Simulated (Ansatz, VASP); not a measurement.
# One calculation of SiC, two programs

```
Si C
1.0
     0.00000    2.17814    2.17814
     2.17814    0.00000    2.17814
     2.17814    2.17814    0.00000
Si C
1 1
Direct
  0.93688 0.11517 0.80715
  0.81312 0.63483 0.94285
```

Change from the starting cell: all atoms moved at random, sigma 0.4 Å a component; relaxed back.

Alike in both runs: task relaxation of cell and atoms; functional r2SCAN; k mesh 8 × 8 × 8; occupations gaussian, width 0.05 eV; no spin polarisation.

```csv
,VASP,Ansatz
version,VASP 6.6.1,Ansatz 0.2.0
potentials or method,"VASP PAW PBE potentials, release 64 (Si, C), cutoff 600 eV","scalar-relativistic, plane waves, PAW"
valence electrons in the cell,8,8
```

Ansatz gave:

| Item | Value |
| --- | --- |
| gap on the k mesh at the Fermi level, each at its own relaxed structure (eV) | 1.71 |
| relaxed volume (Å³/atom) | 10.33 |
| relaxed cell length with the largest relative difference (Å) | 3.080 |

**Question.** Which values does VASP return?

**Answer.** gap on the k mesh at the Fermi level, each at its own relaxed structure (eV): 1.63; relaxed volume (Å³/atom): 10.28; relaxed cell length with the largest relative difference (Å): 4.328.

VASP's potentials were made for PBE, not for r2SCAN. One of these differences is far larger than is usual between the two programs; its cause wasn't traced.
